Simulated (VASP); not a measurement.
# CaO (Fm-3m) in VASP: further runs

CaO is run at these levels: PBEsol+D4; tasks: single point.

Everything below comes from runs of VASP 6.6.1. Logs are shortened: lines on timing, memory, paths and dates and some standing lists are left out, and cuts for length are marked.

## (1) The cell of the first run

Symmetry: Fm-3m, No. 225, cubic system. Conventional cell: a = 4.709 Å, b = 4.709 Å, c = 4.709 Å, α = 90.00°, β = 90.00°, γ = 90.00°. Within 3.1 Å of Ca (site symmetry m-3m) lie 6 O at 2.35 Å. O (site symmetry m-3m) has 6 Ca at 2.35 Å within 3.1 Å.

## (2) Single point, PBEsol+D4

The input, INCAR:

```
SYSTEM = CaO
ALGO = Normal
EDIFF = 1E-6
ENCUT = 520
GGA = PS
ISIF = 2
ISMEAR = -1
IVDW = 13
LASPH = .True.
LCHARG = .True.
LELF = .True.
LREAL = .False.
LVHAR = .True.
LWAVE = .False.
NBANDS = 15
NELM = 100
PREC = Accurate
SIGMA = 0.05
```

The input, KPOINTS:

```
k-points
0
Gamma
  10 10 10
  0 0 0
```

The input, POSCAR:

```
CaO
1.0
    0.0000000000      2.3544897713      2.3544897713
    2.3544897713      0.0000000000      2.3544897713
    2.3544897713      2.3544897713      0.0000000000
Ca O
1 1
Direct
    0.0000000000      0.0000000000      0.0000000000
    0.5000000000      0.5000000000      0.5000000000
```

Potentials or basis: VASP PAW PBE potentials, release 64 (Ca_sv, O).

The run is started by

```sh
> cat potpaw_PBE.64/Ca_sv/POTCAR potpaw_PBE.64/O/POTCAR > POTCAR
> mpirun -np 1 vasp_std > vasp.out
```

OUTCAR:

```text
SYSTEM = CaO
   EDIFF = 1E-6
   ENCUT = 520
   GGA = PS
   ISIF = 2
   ISMEAR = -1
   IVDW = 13
   LASPH = .True.
   LREAL = .False.
   NELM = 100
   PREC = Accurate

 ion  position               nearest neighbor table
   1  0.000  0.000  0.000-   2 2.35   2 2.35   2 2.35   2 2.35   2 2.35   2 2.35
   2  0.500  0.500  0.500-   1 2.35   1 2.35   1 2.35   1 2.35   1 2.35   1 2.35

  LATTYP: Found a face centered cubic cell.
 ALAT       =     4.7089795426

  Lattice vectors:

 A1 = (   0.0000000000,   2.3544897713,   2.3544897713)
 A2 = (   2.3544897713,   0.0000000000,   2.3544897713)
 A3 = (   2.3544897713,   2.3544897713,   0.0000000000)

Analysis of symmetry for initial positions (statically):
=====================================================================
 Subroutine PRICEL returns:
 Original cell was already a primitive cell.

 Routine SETGRP: Setting up the symmetry group for a
 face centered cubic supercell.

 Subroutine GETGRP returns: Found 48 space group operations
 (whereof 48 operations were pure point group operations)
 out of a pool of 48 trial point group operations.

The static configuration has the point symmetry O_h .

Analysis of symmetry for dynamics (positions and initial velocities):
=====================================================================
 Subroutine PRICEL returns:
 Original cell was already a primitive cell.

 Routine SETGRP: Setting up the symmetry group for a
 face centered cubic supercell.

 Subroutine GETGRP returns: Found 48 space group operations
 (whereof 48 operations were pure point group operations)
 out of a pool of 48 trial point group operations.

The dynamic configuration has the point symmetry O_h .

 Subroutine INISYM returns: Found 48 space group operations
 (whereof 48 operations are pure point group operations),
 and found     1 'primitive' translations

----------------------------------------------------------------------------------------

                                     Primitive cell

  volume of cell :      26.1048

  direct lattice vectors                    reciprocal lattice vectors
     0.000000000  2.354489771  2.354489771    -0.212360235  0.212360235  0.212360235
     2.354489771  0.000000000  2.354489771     0.212360235 -0.212360235  0.212360235
     2.354489771  2.354489771  0.000000000     0.212360235  0.212360235 -0.212360235

  length of vectors
     3.329751367  3.329751367  3.329751367     0.367818716  0.367818716  0.367818716

  position of ions in fractional coordinates (direct lattice)
     0.000000000  0.000000000  0.000000000
     0.500000000  0.500000000  0.500000000

  ion indices of the primitive-cell ions
[... 88 lines left out ...]
   EMIN   =  10.00;   EMAX   =-10.00  energy-range for DOS
   EFERMI =   0.00;   METHOD = LEGACY
   ISMEAR =    -1;   SIGMA  =   0.05  broadening in eV -4-tet -1-fermi 0-gaus
   EFERMI_NEDOS =   21; number of points for ismear=-14 and -15
   IALGO  =     38    algorithm
   IMIX   =      4    mixing-type and parameters
     AMIX     =   0.40;   BMIX     =  1.00
     AMIX_MAG =   1.60;   BMIX_MAG =  1.00
  volume/ion in A,a.u.               =      13.05        88.08
  Fermi-wavevector in a.u.,A,eV,Ry     =   1.390619  2.627888 26.311218  1.933820
  Thomas-Fermi vector in A             =   2.514536
   LORBIT       =      0    0 simple, 1 ext, 2 COOP (PROOUT), +10 PAW based schemes
   GGA     = PS    functional components
   LHFCALC =     F    Hartree Fock is set to
   AEXX    =    0.0000 exact exchange contribution
   IVDW    =    13    specifies the selected vdW correction
   LEPSILON=     F    determine dielectric tensor
   LRPA    =     F    only Hartree local field effects (RPA)
 non-spin polarized calculation
  energy-cutoff  :      520.00
  volume of cell :       26.10
 maximum number of plane-waves:       725
 NGX is ok and might be reduce to    28
   NGX = 13   NGY = 13   NGZ = 13

 number of electron      15.9999999 magnetization

 Free energy of the ion-electron system (eV)
  ---------------------------------------------------
  ext. energy  EPLUGINS =         0.00000000
  ---------------------------------------------------
  free energy    TOTEN  =       -13.39160304 eV

  energy without entropy =      -13.39160304  energy(sigma->0) =      -13.39160304

 E-fermi :   3.5259     XC(G=0): -11.0452

 val. band max:        2.5558926845   @ k =   0.0000   0.0000   0.0000
 cond. band min:       6.0521017208   @ k =   0.5000   0.5000   0.0000
 fundamental gap:      3.4962090363
 Fermi energy:         3.5259164929

 k-point     1 :       0.0000    0.0000    0.0000
  band No.  band energies     occupation
      1     -34.5917      2.00000
      2     -15.3809      2.00000
      3     -15.3809      2.00000
      4     -15.3809      2.00000
      5     -13.0096      2.00000
      6       2.5559      2.00000
      7       2.5559      2.00000
      8       2.5559      2.00000
      9       7.6293      0.00000
     10       8.8860      0.00000
     11       8.8860      0.00000
     12       8.8860      0.00000
     13      10.5352      0.00000
     14      10.5352      0.00000
[... 401 lines left out ...]
      2     -16.2346      2.00000
      3     -15.6353      2.00000
      4     -15.5991      2.00000
      5     -12.3666      2.00000
      6       0.8035      2.00000
      7       1.9796      2.00000
      8       2.0877      2.00000
      9       6.7819      0.00000
     10      10.6165      0.00000
     11      11.7054      0.00000
     12      11.8280      0.00000
     13      11.9662      0.00000
     14      13.8916      0.00000
     15      18.8571      0.00000

 [... further k-points ...]

------------------------ aborting loop because EDIFF is reached ----------------------------------------

  DFT-D4 for vdW energy calculation

  Edisp (eV):   -0.20206

  FORCE on cell =-STRESS in cart. coord.  units (eV):
  Direction    XX          YY          ZZ          XY          YZ          ZX
  --------------------------------------------------------------------------------------
  -------------------------------------------------------------------------------------
  Total       0.64647     0.64647     0.64647    -0.00000     0.00000     0.00000
  in kB      39.67709    39.67709    39.67709    -0.00000     0.00000     0.00000
  external pressure =       39.68 kB  Pullay stress =        0.00 kB

 VOLUME and BASIS-vectors are now :
 -----------------------------------------------------------------------------
  energy-cutoff  :      520.00
  volume of cell :       26.10
      direct lattice vectors                 reciprocal lattice vectors
     0.000000000  2.354489771  2.354489771    -0.212360235  0.212360235  0.212360235
     2.354489771  0.000000000  2.354489771     0.212360235 -0.212360235  0.212360235
     2.354489771  2.354489771  0.000000000     0.212360235  0.212360235 -0.212360235

 POSITION                                       TOTAL-FORCE (eV/Angst)
 -----------------------------------------------------------------------------------
      0.00000      0.00000      0.00000        -0.000000      0.000000     -0.000000
      2.35449      2.35449      2.35449         0.000000     -0.000000      0.000000
 -----------------------------------------------------------------------------------
    total drift:                                0.000000      0.000000      0.000000

  FREE ENERGIE OF THE ION-ELECTRON SYSTEM (eV)
  ---------------------------------------------------
  free  energy   TOTEN  =       -13.5936659738 eV

  energy  without entropy=      -13.5936659738  energy(sigma->0) =      -13.59366597
```

OSZICAR:

```text
N       E                     dE             d eps       ncg     rms          rms(c)
DAV:   1     0.119646162479E+03    0.11965E+03   -0.83851E+03  1410   0.110E+03
DAV:   2    -0.100070093341E+02   -0.12965E+03   -0.12075E+03  1732   0.291E+02
DAV:   3    -0.147852365914E+02   -0.47782E+01   -0.47478E+01  1613   0.575E+01
DAV:   4    -0.149233314569E+02   -0.13809E+00   -0.13796E+00  1994   0.875E+00
DAV:   5    -0.149252935614E+02   -0.19621E-02   -0.19619E-02  1617   0.952E-01    0.809E+00
DAV:   6    -0.134813181728E+02    0.14440E+01   -0.41483E+00  1614   0.210E+01    0.341E+00
DAV:   7    -0.134082147678E+02    0.73103E-01   -0.34624E-01  1627   0.630E+00    0.175E+00
DAV:   8    -0.133926566939E+02    0.15558E-01   -0.69346E-02  1816   0.282E+00    0.400E-01
DAV:   9    -0.133912747992E+02    0.13819E-02   -0.48651E-03  1459   0.591E-01    0.989E-02
DAV:  10    -0.133916260664E+02   -0.35127E-03   -0.46937E-04  1726   0.248E-01    0.392E-02
DAV:  11    -0.133916033403E+02    0.22726E-04   -0.38293E-05  1928   0.870E-02    0.524E-03
DAV:  12    -0.133916030362E+02    0.30408E-06   -0.52878E-06  1656   0.222E-02
   1 F= -.13593666E+02 E0= -.13593666E+02  d E =-.507007E-10
```

Run time: 32 s. Hardware: 1 thread of Intel Xeon 8259CL, shared host; peak memory 0.17 GiB.

Results:

```yaml
Free_energy: -13.5937 eV
Pressure: 4.0 GPa
Band_gap_on_the_k_mesh: 3.50 eV (least direct gap 3.86 eV)
Dispersion_energy_per_atom: -0.101 eV
```

Caveat: the cell stands under pressure; the PAW data sets were made with another functional, which shifts forces and pressure a little. A k mesh can miss the band edges.

## (3) Single point, PBEsol+D4

This run uses another cell than the first one, of 13.33 Å³/atom.

The input, INCAR:

```
SYSTEM = CaO
PREC = Accurate ; ENCUT = 520
EDIFF = 1E-6 ; ISMEAR = -1
SIGMA = 0.05 ; LREAL = .False.
LASPH = .True. ; NELM = 100
ALGO = Normal ; ISIF = 2
LWAVE = .False. ; LCHARG = .False.
GGA = PS ; IVDW = 13
NBANDS = 15
```

The input, KPOINTS:

```
regular mesh
0
Gamma
  10 10 10
  0 0 0
```

The input, POSCAR:

```
CaO
1.0
    0.0000000000      2.3710712315      2.3710712315
    2.3710712315      0.0000000000      2.3710712315
    2.3710712315      2.3710712315      0.0000000000
Ca O
1 1
Direct
    0.0000000000      0.0000000000      0.0000000000
    0.5000000000      0.5000000000      0.5000000000
```

Potentials or basis: VASP PAW PBE potentials, release 64 (Ca_sv, O).

The run is started by

```sh
> cat potpaw_PBE.64/Ca_sv/POTCAR potpaw_PBE.64/O/POTCAR > POTCAR
> mpirun -np 1 vasp_std > vasp.out
```

Wall time 32 s (1 thread of Intel Xeon 8259CL, shared host); peak memory 0.17 GiB.

Results (log left out):

```yaml
Free_energy: -13.6035 eV
Pressure: 1.2 GPa
Band_gap_on_the_k_mesh: 3.51 eV (least direct gap 3.88 eV)
Dispersion_energy_per_atom: -0.099 eV
```

Levels at points of the mesh, in eV from the valence-band top:
| k point | band 5 | band 6 | band 7 | band 8 | band 9 | band 10 | band 11 | band 12 |
| --- | --- | --- | --- | --- | --- | --- | --- | --- |
| (0.00, 0.00, 0.00) | -15.52 | 0.00 | 0.00 | 0.00 | 4.89 | 6.28 | 6.28 | 6.28 |
| (0.50, 0.00, 0.00) | -14.10 | -2.79 | -1.30 | -1.30 | 7.20 | 8.59 | 8.59 | 8.64 |
| (0.50, 0.50, 0.00) | -15.28 | -1.30 | -0.37 | -0.37 | 3.51 | 8.35 | 9.15 | 9.87 |

Caveat: the PAW data sets were made with another functional, which shifts forces and pressure a little. A k mesh can miss the band edges.

## (4) Single point, PBEsol+D4

This run uses another cell than the first one, of 13.61 Å³/atom.

The input, INCAR:

```
SYSTEM = CaO
PREC = Accurate ; ENCUT = 520
EDIFF = 1E-7 ; ISMEAR = -1
SIGMA = 0.05 ; LREAL = .FALSE.
LASPH = .TRUE. ; NELM = 80
ALGO = Normal ; ISIF = 2
LWAVE = .FALSE. ; LCHARG = .FALSE.
GGA = PS ; IVDW = 13
NBANDS = 15
```

The input, KPOINTS:

```
regular mesh
0
G
  10 10 10
  0 0 0
```

The input, POSCAR:

```
CaO
1.0
    0.0000000000      2.3874239637      2.3874239637
    2.3874239637      0.0000000000      2.3874239637
    2.3874239637      2.3874239637      0.0000000000
Ca O
1 1
Direct
    0.0000000000      0.0000000000      0.0000000000
    0.5000000000      0.5000000000      0.5000000000
```

Potentials or basis: VASP PAW PBE potentials, release 64 (Ca_sv, O).

The run is started by

```sh
> cat potpaw_PBE.64/Ca_sv/POTCAR potpaw_PBE.64/O/POTCAR > POTCAR
> mpirun -np 1 vasp_std > vasp.out
```

OUTCAR:

```text
SYSTEM = CaO
   PREC = Accurate
   ENCUT = 520
   EDIFF = 1E-7
   ISMEAR = -1
   LREAL = .FALSE.
   LASPH = .TRUE.
   NELM = 80
   ISIF = 2
   GGA = PS
   IVDW = 13

 ion  position               nearest neighbor table
   1  0.000  0.000  0.000-   2 2.39   2 2.39   2 2.39   2 2.39   2 2.39   2 2.39
   2  0.500  0.500  0.500-   1 2.39   1 2.39   1 2.39   1 2.39   1 2.39   1 2.39

  LATTYP: Found a face centered cubic cell.
 ALAT       =     4.7748479274

  Lattice vectors:

 A1 = (   0.0000000000,   2.3874239637,   2.3874239637)
 A2 = (   2.3874239637,   0.0000000000,   2.3874239637)
 A3 = (   2.3874239637,   2.3874239637,   0.0000000000)

Analysis of symmetry for initial positions (statically):
=====================================================================
 Subroutine PRICEL returns:
 Original cell was already a primitive cell.

 Routine SETGRP: Setting up the symmetry group for a
 face centered cubic supercell.

 Subroutine GETGRP returns: Found 48 space group operations
 (whereof 48 operations were pure point group operations)
 out of a pool of 48 trial point group operations.

The static configuration has the point symmetry O_h .

Analysis of symmetry for dynamics (positions and initial velocities):
[... 180 lines left out ...]
     13      10.1185      0.00000
     14      10.1185      0.00000
[... 401 lines left out ...]
      2     -16.5502      2.00000
      3     -16.0459      2.00000
      4     -16.0153      2.00000
      5     -12.6048      2.00000
      6       0.5857      2.00000
      7       1.7395      2.00000
      8       1.8446      2.00000
      9       6.5293      0.00000
     10      10.0389      0.00000
     11      11.2223      0.00000
     12      11.3222      0.00000
     13      11.4659      0.00000
     14      13.2497      0.00000
     15      18.0259      0.00000

 [... further k-points ...]

------------------------ aborting loop because EDIFF is reached ----------------------------------------

  DFT-D4 for vdW energy calculation

  Edisp (eV):   -0.19305

  FORCE on cell =-STRESS in cart. coord.  units (eV):
  Direction    XX          YY          ZZ          XY          YZ          ZX
  --------------------------------------------------------------------------------------
  -------------------------------------------------------------------------------------
  Total      -0.19572    -0.19572    -0.19572     0.00000    -0.00000     0.00000
  in kB     -11.52221   -11.52221   -11.52221     0.00000    -0.00000     0.00000
  external pressure =      -11.52 kB  Pullay stress =        0.00 kB

 VOLUME and BASIS-vectors are now :
 -----------------------------------------------------------------------------
  energy-cutoff  :      520.00
  volume of cell :       27.22
      direct lattice vectors                 reciprocal lattice vectors
     0.000000000  2.387423964  2.387423964    -0.209430754  0.209430754  0.209430754
     2.387423964  0.000000000  2.387423964     0.209430754 -0.209430754  0.209430754
     2.387423964  2.387423964  0.000000000     0.209430754  0.209430754 -0.209430754

 POSITION                                       TOTAL-FORCE (eV/Angst)
 -----------------------------------------------------------------------------------
      0.00000      0.00000      0.00000        -0.000000     -0.000000     -0.000000
      2.38742      2.38742      2.38742         0.000000      0.000000      0.000000
 -----------------------------------------------------------------------------------
    total drift:                                0.000000      0.000000      0.000000

  FREE ENERGIE OF THE ION-ELECTRON SYSTEM (eV)
  ---------------------------------------------------
  free  energy   TOTEN  =       -13.6043021572 eV

  energy  without entropy=      -13.6043021572  energy(sigma->0) =      -13.60430216
```

Wall time 40 s (1 thread of Intel Xeon 8259CL, shared host); peak memory 0.17 GiB.

What came out:

| Quantity | Value |
| --- | --- |
| Free energy | -13.6043 eV |
| Pressure | -1.2 GPa |
| Band gap on the k mesh | 3.52 eV (least direct gap 3.90 eV) |
| Dispersion energy per atom | -0.097 eV |

Caveat: the PAW data sets were made with another functional, which shifts forces and pressure a little. A k mesh can miss the band edges.

(Part 1 of 2 ends here.)
